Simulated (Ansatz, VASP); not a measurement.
AlRu in VASP and in Ansatz

```
Al Ru
1.0
     2.90185    0.00000    0.00000
     0.00000    2.99160    0.00000
     0.00000    0.00000    2.99160
Al Ru
1 1
Direct
  0.00000 0.00000 0.00000
  0.50000 0.50000 0.50000
```

Change from the starting cell: strain -0.0300 x Voigt [1, 0, 0, 0, 0, 0], atoms carried along.

Alike in both runs: task single point; functional LDA; k mesh 16 × 16 × 16; occupations gaussian, width 0.15 eV; no spin polarisation.

```csv
,VASP,Ansatz
version,VASP 6.6.1,Ansatz 0.2.0
potentials or method,"VASP PAW LDA potentials, release 64 (Al, Ru_pv), cutoff 520 eV","scalar-relativistic, plane waves, PAW"
valence electrons in the cell,17,19
```

Ansatz gave:

- gap on the k mesh at the Fermi level (eV): none
- pressure (GPa): -1.6
- traceless stress, the component that is largest in VASP (GPa): 3.79

Task: Which values does VASP return?

Result: gap on the k mesh at the Fermi level (eV): none; pressure (GPa): -1.0; traceless stress, the component that is largest in VASP (GPa): 3.81.

LDA's correlation is that of Perdew and Zunger in VASP and of Perdew and Wang (1992) in Ansatz. A gap of «none» marks a metal or a gap that the smearing closes. VASP's potentials hold 17 valence electrons a cell and Ansatz's 19, so a difference there can come from the potentials and not from the codes.
